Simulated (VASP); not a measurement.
A run of VASP 6.6.1 is set up as follows.

File INCAR:

```
SYSTEM = PIr
PREC = Accurate ; ENCUT = 520
EDIFF = 1E-6 ; ISMEAR = -1
SIGMA = 0.05 ; LREAL = .False.
LASPH = .True. ; NELM = 80
ALGO = Normal ; ISIF = 2
LWAVE = .False. ; LCHARG = .False.
GGA = CA ; NBANDS = 14
```

File KPOINTS:

```
regular mesh
0
Gamma
  12 12 12
  0 0 0
```

POSCAR

```
PIr
1.0
    0.0000000000      2.2397927807      2.2397927807
    2.2397927807      0.0000000000      2.2397927807
    2.2397927807      2.2397927807      0.0000000000
Ir P
1 1
Direct
    0.0000000000      0.0000000000      0.0000000000
    0.2500000000      0.2500000000      0.2500000000
```

Potentials or basis: VASP PAW LDA potentials, release 64 (Ir, P).

Launch:

```sh
$ cat potpaw_LDA.64/Ir/POTCAR potpaw_LDA.64/P/POTCAR > POTCAR
$ mpirun -np 1 vasp_std > vasp.out
```

Task: What does it give for the pressure?

Result: 224.8 GPa.

Task: Predict the band gap on the k mesh.

Result: Zero (band 7 reaches 19.72 eV, above the bottom of band 8 at 12.99 eV).

Caveat: spin-orbit coupling is left out, which moves the levels of the heavy elements.
